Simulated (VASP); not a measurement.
# Hf (Fm-3m) in VASP: notebook

Runs on Hf. Level: LDA. Tasks: single point.

Program: VASP 6.6.1. These are calculated values, not measurements. Logs are shortened: lines on timing, memory, paths and dates and some standing lists are left out, and cuts for length are marked.

## Step 1: The cell of the first run

Symmetry: Fm-3m, No. 225, cubic system. Conventional cell: a = 4.347 Å, b = 4.347 Å, c = 4.347 Å, α = 90.00°, β = 90.00°, γ = 90.00°. Within 4.0 Å of Hf (site symmetry m-3m) lie 12 Hf at 3.07 Å.

## Step 2: Single point, LDA

INCAR

```
SYSTEM = Hf
PREC = Accurate ; ENCUT = 520
EDIFF = 1E-7 ; ISMEAR = -1
SIGMA = 0.1 ; LREAL = .FALSE.
LASPH = .TRUE. ; NELM = 60
ALGO = Normal ; ISIF = 2
LWAVE = .FALSE. ; LCHARG = .TRUE.
GGA = CA ; LELF = .TRUE.
LVHAR = .TRUE. ; NBANDS = 11
```

KPOINTS

```
Automatic mesh
0
G
  9 9 9
  0 0 0
```

POSCAR

```
Hf
1.0
    0.0000000000      2.1736862026      2.1736862026
    2.1736862026      0.0000000000      2.1736862026
    2.1736862026      2.1736862026      0.0000000000
Hf
1
Direct
    0.0000000000      0.0000000000      0.0000000000
```

Potentials or basis: VASP PAW LDA potentials, release 64 (Hf_pv).

Command:

```bash
cat potpaw_LDA.64/Hf_pv/POTCAR > POTCAR
mpirun -np 1 vasp_std > vasp.out
```

OUTCAR:

```text
SYSTEM = Hf
   PREC = Accurate
   ENCUT = 520
   EDIFF = 1E-7
   ISMEAR = -1
   LREAL = .FALSE.
   LASPH = .TRUE.
   NELM = 60
   ISIF = 2
   GGA = CA

 ion  position               nearest neighbor table
   1  0.000  0.000  0.000-

  LATTYP: Found a face centered cubic cell.
 ALAT       =     4.3473724052

  Lattice vectors:

 A1 = (   0.0000000000,   2.1736862026,   2.1736862026)
 A2 = (   2.1736862026,   0.0000000000,   2.1736862026)
 A3 = (   2.1736862026,   2.1736862026,   0.0000000000)

Analysis of symmetry for initial positions (statically):
=====================================================================
 Subroutine PRICEL returns:
 Original cell was already a primitive cell.

 Routine SETGRP: Setting up the symmetry group for a
 face centered cubic supercell.

 Subroutine GETGRP returns: Found 48 space group operations
 (whereof 48 operations were pure point group operations)
 out of a pool of 48 trial point group operations.

The static configuration has the point symmetry O_h .

Analysis of symmetry for dynamics (positions and initial velocities):
=====================================================================
 Subroutine PRICEL returns:
 Original cell was already a primitive cell.

 Routine SETGRP: Setting up the symmetry group for a
 face centered cubic supercell.

 Subroutine GETGRP returns: Found 48 space group operations
 (whereof 48 operations were pure point group operations)
 out of a pool of 48 trial point group operations.

The dynamic configuration has the point symmetry O_h .

 Subroutine INISYM returns: Found 48 space group operations
 (whereof 48 operations are pure point group operations),
 and found     1 'primitive' translations

----------------------------------------------------------------------------------------

                                     Primitive cell

  volume of cell :      20.5410

  direct lattice vectors                    reciprocal lattice vectors
     0.000000000  2.173686203  2.173686203    -0.230024002  0.230024002  0.230024002
     2.173686203  0.000000000  2.173686203     0.230024002 -0.230024002  0.230024002
     2.173686203  2.173686203  0.000000000     0.230024002  0.230024002 -0.230024002

  length of vectors
     3.074056508  3.074056508  3.074056508     0.398413259  0.398413259  0.398413259

  position of ions in fractional coordinates (direct lattice)
     0.000000000  0.000000000  0.000000000

  ion indices of the primitive-cell ions
   primitive index   ion index
                 1           1

----------------------------------------------------------------------------------------

 KPOINTS: Automatic mesh

Automatic generation of k-mesh.
 Grid dimensions read from file:
 generate k-points for:    9    9    9

 Generating k-lattice:

  Cartesian coordinates                     Fractional coordinates (reciprocal lattice)
    -0.025558222  0.025558222  0.025558222     0.111111111  0.000000000  0.000000000
     0.025558222 -0.025558222  0.025558222     0.000000000  0.111111111  0.000000000
     0.025558222  0.025558222 -0.025558222     0.000000000  0.000000000  0.111111111

  Length of vectors
     0.044268140  0.044268140  0.044268140

  Shift w.r.t. Gamma in fractional coordinates (k-lattice)
     0.000000000  0.000000000  0.000000000

 Subroutine IBZKPT returns following result:
 ===========================================

 Found     35 irreducible k-points:

 Following reciprocal coordinates:
            Coordinates               Weight
  0.000000  0.000000  0.000000      1.000000
  0.111111  0.000000  0.000000      8.000000
  0.222222  0.000000  0.000000      8.000000
  0.333333  0.000000  0.000000      8.000000
  0.444444  0.000000  0.000000      8.000000
  0.111111  0.111111  0.000000      6.000000
[... 16 lines left out ...]
 -0.333333  0.333333  0.000000     12.000000
  0.444444  0.444444  0.000000      6.000000
 [... further k-points ...]
   k-points           NKPTS =     35   k-points in BZ     NKDIM =     35   number of bands    NBANDS=     11
   number of dos      NEDOS =    301   number of ions     NIONS =      1
   total plane-waves  NPLWV =  13824
   dimension x,y,z NGX =    24 NGY =   24 NGZ =   24
   dimension x,y,z NGXF=    48 NGYF=   48 NGZF=   48
   ions per type =               1
   NGX,Y,Z   is equivalent  to a cutoff of  12.98, 12.98, 12.98 a.u.
   NGXF,Y,Z  is equivalent  to a cutoff of  25.96, 25.96, 25.96 a.u.
 SYSTEM =  Hf
   PREC   = accura    normal or accurate (medium, high low for compatibility)
   ISTART =      0    job   : 0-new  1-cont  2-samecut
   ICHARG =      2    charge: 1-file 2-atom 10-const
   ISPIN  =      1    spin polarized calculation?
   LNONCOLLINEAR =      F non collinear calculations
   LSORBIT =      F    spin-orbit coupling
   LASPH  =      T    aspherical Exc in radial PAW
   ENCUT  =  520.0 eV  38.22 Ry    6.18 a.u.   5.72  5.72  5.72*2*pi/ulx,y,z
   NELM   =     60;   NELMIN=  2; NELMDL= -5     # of ELM steps
   EDIFF  = 0.1E-06   stopping-criterion for ELM
   LREAL  =      F    real-space projection
   EDIFFG = 0.1E-05   stopping-criterion for IOM
   NSW    =      0    number of steps for IOM
   IBRION =     -1    ionic relax: 0-MD 1-quasi-New 2-CG
   NFREE  =      0    steps in history (QN), initial steepest desc. (CG)
   ISIF   =      2    stress and relaxation
   ISYM   =      2    0-nonsym 1-usesym 2-fastsym
   POTIM  = 0.5000    time-step for ionic-motion
   TEBEG  =    0.0;   TEEND  =   0.0 temperature during run
   PSTRESS=    0.0 pullay stress
   NELECT =      10.0000    total number of electrons
   NUPDOWN=      -1.0000    fix difference up-down
   EMIN   =  10.00;   EMAX   =-10.00  energy-range for DOS
   EFERMI =   0.00;   METHOD = LEGACY
   ISMEAR =    -1;   SIGMA  =   0.10  broadening in eV -4-tet -1-fermi 0-gaus
   EFERMI_NEDOS =   21; number of points for ismear=-14 and -15
   IALGO  =     38    algorithm
   IMIX   =      4    mixing-type and parameters
     AMIX     =   0.40;   BMIX     =  1.00
     AMIX_MAG =   1.60;   BMIX_MAG =  1.00
  volume/ion in A,a.u.               =      20.54       138.62
  Fermi-wavevector in a.u.,A,eV,Ry     =   1.287858  2.433699 22.566327  1.658578
  Thomas-Fermi vector in A             =   2.419847
   LORBIT       =      0    0 simple, 1 ext, 2 COOP (PROOUT), +10 PAW based schemes
   GGA     = CA    functional components
   LHFCALC =     F    Hartree Fock is set to
   AEXX    =    0.0000 exact exchange contribution
   IVDW    =     0    specifies the selected vdW correction
   LEPSILON=     F    determine dielectric tensor
   LRPA    =     F    only Hartree local field effects (RPA)
 non-spin polarized calculation
  energy-cutoff  :      520.00
  volume of cell :       20.54
 maximum number of plane-waves:       562
   NGX = 11   NGY = 11   NGZ = 11

 number of electron      10.0000000 magnetization

 Free energy of the ion-electron system (eV)
  ---------------------------------------------------
  ext. energy  EPLUGINS =         0.00000000
  ---------------------------------------------------
  free energy    TOTEN  =       -10.64704110 eV

  energy without entropy =      -10.59405321  energy(sigma->0) =      -10.62054715

 E-fermi :   5.2843     XC(G=0): -11.8654

 val. band max:        5.2395278306   @ k =  -0.3333   0.1111   0.0000
 cond. band min:       5.3135830114   @ k =  -0.3333   0.2222   0.0000
 fundamental gap:      0.0740551808
 Fermi energy:         5.2843441896

 k-point     1 :       0.0000    0.0000    0.0000
  band No.  band energies     occupation
      1     -24.3149      2.00000
      2     -24.3149      2.00000
      3     -24.3149      2.00000
      4      -2.1911      2.00000
      5       6.5947      0.00000
      6       6.5947      0.00000
      7       6.5947      0.00000
      8       9.6632      0.00000
      9       9.6632      0.00000
     10      16.9444      0.00000
     11      17.6375      0.00000

 k-point     2 :       0.1111    0.0000    0.0000
  band No.  band energies     occupation
      1     -24.4539      2.00000
      2     -24.3321      2.00000
      3     -24.3321      2.00000
      4      -1.7189      2.00000
      5       6.1607      0.00031
      6       6.8057      0.00000
      7       6.8057      0.00000
      8       9.4415      0.00000
      9       9.4415      0.00000
     10      17.6365      0.00000
     11      17.9179      0.00000

 k-point     3 :       0.2222    0.0000    0.0000
  band No.  band energies     occupation
      1     -24.7928      2.00000
      2     -24.3752      2.00000
      3     -24.3752      2.00000
      4      -0.5053      2.00000
      5       5.4294      0.37995
      6       7.0197      0.00000
      7       7.0197      0.00000
      8       9.4693      0.00000
      9       9.4693      0.00000
     10      17.4811      0.00000
     11      17.6597      0.00000

 k-point     4 :       0.3333    0.0000    0.0000
  band No.  band energies     occupation
      1     -25.1577      2.00000
      2     -24.4236      2.00000
      3     -24.4236      2.00000
      4       0.7645      2.00000
      5       5.3366      0.74432
      6       6.6997      0.00000
      7       6.6997      0.00000
      8      10.5644      0.00000
      9      10.5644      0.00000
     10      16.1395      0.00000
     11      17.6378      0.00000
[... 239 lines left out ...]
 k-point    22 :      -0.4444    0.3333    0.0000
  band No.  band energies     occupation
      1     -25.2137      2.00000
      2     -24.8734      2.00000
      3     -24.6328      2.00000
      4       2.5326      2.00000
      5       3.5937      2.00000
      6       6.3389      0.00005
      7       9.4500      0.00000
      8      12.0759      0.00000
      9      13.1309      0.00000
     10      14.8701      0.00000
     11      17.6384      0.00000

 k-point    23 :      -0.3333    0.3333    0.0000
  band No.  band energies     occupation
      1     -25.0613      2.00000
      2     -25.0514      2.00000
      3     -24.5724      2.00000
      4       3.2729      2.00000
      5       3.9271      2.00000
      6       5.6086      0.07518
      7       8.6602      0.00000
      8      10.8924      0.00000
      9      12.3075      0.00000
     10      17.6196      0.00000
     11      17.6942      0.00000

 k-point    24 :       0.4444    0.4444    0.0000
  band No.  band energies     occupation
      1     -25.3167      2.00000
      2     -24.6967      2.00000
      3     -24.6967      2.00000
      4       1.6377      2.00000
      5       2.8340      2.00000
      6       7.9818      0.00000
      7      11.9688      0.00000
      8      12.1723      0.00000
      9      12.1723      0.00000
     10      16.7163      0.00000
     11      16.7163      0.00000

 [... further k-points ...]

------------------------ aborting loop because EDIFF is reached ----------------------------------------

  FORCE on cell =-STRESS in cart. coord.  units (eV):
  Direction    XX          YY          ZZ          XY          YZ          ZX
  --------------------------------------------------------------------------------------
  -------------------------------------------------------------------------------------
  Total        0.2274554      0.2274554      0.2274554     -0.0000000     -0.0000000     -0.0000000
  in kB       17.7413321     17.7413321     17.7413321     -0.0000000     -0.0000000     -0.0000000
  external PRESSURE =      17.7413321 kB  Pullay stress =       0.0000000 kB

 VOLUME and BASIS-vectors are now :
 -----------------------------------------------------------------------------
  energy-cutoff  :      520.00
  volume of cell :       20.54
      direct lattice vectors                 reciprocal lattice vectors
     0.000000000  2.173686203  2.173686203    -0.230024002  0.230024002  0.230024002
     2.173686203  0.000000000  2.173686203     0.230024002 -0.230024002  0.230024002
     2.173686203  2.173686203  0.000000000     0.230024002  0.230024002 -0.230024002

 POSITION                                       TOTAL-FORCE (eV/Angst)
 -----------------------------------------------------------------------------------
      0.00000      0.00000      0.00000        -0.000000     -0.000000     -0.000000
 -----------------------------------------------------------------------------------
    total drift:                                0.000000      0.000000     -0.000000

  FREE ENERGIE OF THE ION-ELECTRON SYSTEM (eV)
  ---------------------------------------------------
  free  energy   TOTEN  =       -10.6470410977 eV

  energy  without entropy=      -10.5940532117  energy(sigma->0) =      -10.62054715
```

Wall time 7.2 s (1 thread of AMD EPYC 7R13 (Zen 3), shared host); peak memory 0.1 GiB.

What came out:

```yaml
Free_energy: -10.6470 eV
Pressure: 1.8 GPa
Band_gap_on_the_k_mesh: zero (band 5 reaches 6.59 eV, above the bottom of band 6 at 4.64 eV)
```

Levels at points of the mesh, in eV from the Fermi level:
```csv
k point,band 1,band 2,band 3,band 4,band 5,band 6,band 7,band 8,band 9,band 10
"(0.00, 0.00, 0.00)",-29.60,-29.60,-29.60,-7.48,1.31,1.31,1.31,4.38,4.38,11.66
```

Caveat: spin-orbit coupling is left out, which moves the levels of the heavy elements.

(Continued in part 2 of 2.)
